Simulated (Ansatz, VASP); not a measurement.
**SiNi3: VASP beside Ansatz**

```
Ni Si
1.0
     3.54200    0.00000    0.00000
     0.00000    3.54200    0.00000
     0.00000    0.00000    3.54200
Ni Si
3 1
Direct
  0.50000 0.50000 0.00000
  0.50000 0.00000 0.50000
  0.00000 0.50000 0.50000
  0.00000 0.00000 0.00000
```

Alike in both runs: task relaxation of cell and atoms; functional PBEsol; k mesh 8 × 8 × 8; occupations fermi-dirac, width 0.05 eV; collinear spin.

```csv
,VASP,Ansatz
version,VASP 6.6.1,Ansatz 0.2.0
potentials or method,"VASP PAW PBE potentials, release 64 (Ni, Si)",Ansatz PAW
plane-wave cutoff (eV),600,420
valence electrons in the cell,34,58
```

Ansatz gave:

| Item | Value |
| --- | --- |
| gap on the k mesh at the Fermi level, each at its own relaxed structure (eV) | none |
| net moment per atom (μB) | 0.00 |
| relaxed volume (Å³/atom) | 10.36 |
| relaxed length of the cell vector where the two differ most in proportion (Å) | 3.461 |

Problem. What did VASP give for the same quantities?

Solution. gap on the k mesh at the Fermi level, each at its own relaxed structure (eV): none; net moment per atom (μB): 0.00; relaxed volume (Å³/atom): 10.35; relaxed length of the cell vector where the two differ most in proportion (Å): 3.460.

VASP's potentials were made for PBE, not for PBEsol. A gap of «none» marks a metal or a gap that the smearing closes. VASP's potentials hold 34 valence electrons a cell and Ansatz's 58, so a difference there can come from the potentials and not from the codes.

Noted on Ansatz's run: the plane-wave basis is chosen anew once the cell has moved, so the energies of steps on either side of that aren't comparable.
